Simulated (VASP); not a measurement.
Input of a VASP 6.6.1 run:

File INCAR:

```
  ALGO = Normal
  EDIFF = 1E-6
  ENCUT = 520
  GGA = PE
  ISIF = 2
  ISMEAR = 0
  LASPH = True
  LCHARG = False
  LREAL = False
  LWAVE = False
  NBANDS = 11
  NELM = 80
  PREC = Accurate
  SIGMA = 0.02
```

Contents of KPOINTS:

```
k-points
0
Gamma
  10 10 10
```

Contents of POSCAR:

```
Si
1.0
    0.0000000000      2.8231192231      2.8231192231
    2.8231192231      0.0000000000      2.8231192231
    2.8231192231      2.8231192231      0.0000000000
Si
2
Direct
    0.7500000000      0.7500000000      0.7500000000
    0.5000000000      0.5000000000      0.5000000000
```

Potentials or basis: VASP PAW PBE potentials, release 64 (Si).

Run with:

```bash
$ cat potpaw_PBE.64/Si/POTCAR > POTCAR
$ mpirun -np 1 vasp_std > vasp.out
```

Estimate the pressure.

-6.9 GPa.

Predict the band gap on the k mesh.

0.77 eV, indirect (least direct gap 2.08 eV).

 A k mesh can miss the band edges.
